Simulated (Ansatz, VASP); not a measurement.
One calculation of SiC, two programs

INCAR

```
SYSTEM = SiC
ALGO = Normal ; EDIFF = 1E-6
ENCUT = 600 ; GGA = PE
GGA_COMPAT = .False. ; ISIF = 2
ISMEAR = 0 ; LASPH = .True.
LCHARG = .True. ; LELF = .True.
LREAL = .False. ; LVHAR = .True.
LWAVE = .False. ; NBANDS = 11
NELM = 120 ; PREC = Accurate
SIGMA = 0.1
```

KPOINTS

```
k-points
0
Gamma
  8 8 8
  0 0 0
```

Contents of POSCAR:

```
SiC
1.0
    0.0000000000      2.1651214207      2.1651214207
    2.1651214207      0.0000000000      2.1651214207
    2.1651214207      2.1651214207      0.0000000000
Si C
1 1
Direct
    0.0000000000      0.0000000000      0.0000000000
    0.7500000000      0.7500000000      0.7500000000
```

Input for Ansatz:

```yaml
crystal:
  lattice:
    - [0.0, 2.1651214207, 2.1651214207]
    - [2.1651214207, 0.0, 2.1651214207]
    - [2.1651214207, 2.1651214207, 0.0]
  atoms:
    - { symbol: Si, position: [0.0, 0.0, 0.0] }
    - { symbol: C, position: [0.75, 0.75, 0.75] }
basis:
  ecutwfc: 420
kpoints:
  mp_grid: { grid: [8, 8, 8] }
hamiltonian:
  xc: pbe
scf:
  occupations: { method: gaussian, width: 0.1 }
output:
  forces: true
  stress: true
  eigenvalues: true
```

Alike in both runs: task single point; functional PBE; k mesh 8 × 8 × 8; occupations gaussian, width 0.1 eV; no spin polarisation.

|  | VASP | Ansatz |
| --- | --- | --- |
| version | VASP 6.6.1 | Ansatz 0.2.0 |
| potentials or method | VASP PAW PBE potentials, release 64 (Si, C), cutoff 600 eV | scalar-relativistic, plane waves, PAW |
| valence electrons in the cell | 8 | 8 |

```csv
,VASP,Ansatz,Ansatz less VASP
gap on the k mesh at the Fermi level (eV),1.34,1.34,+0.003
least direct gap on the mesh (eV),4.56,4.56,+0.004
pressure (GPa),7.5,7.8,+0.21
```

With one functional, cell and mesh, what is left measures potentials, basis and numerics.
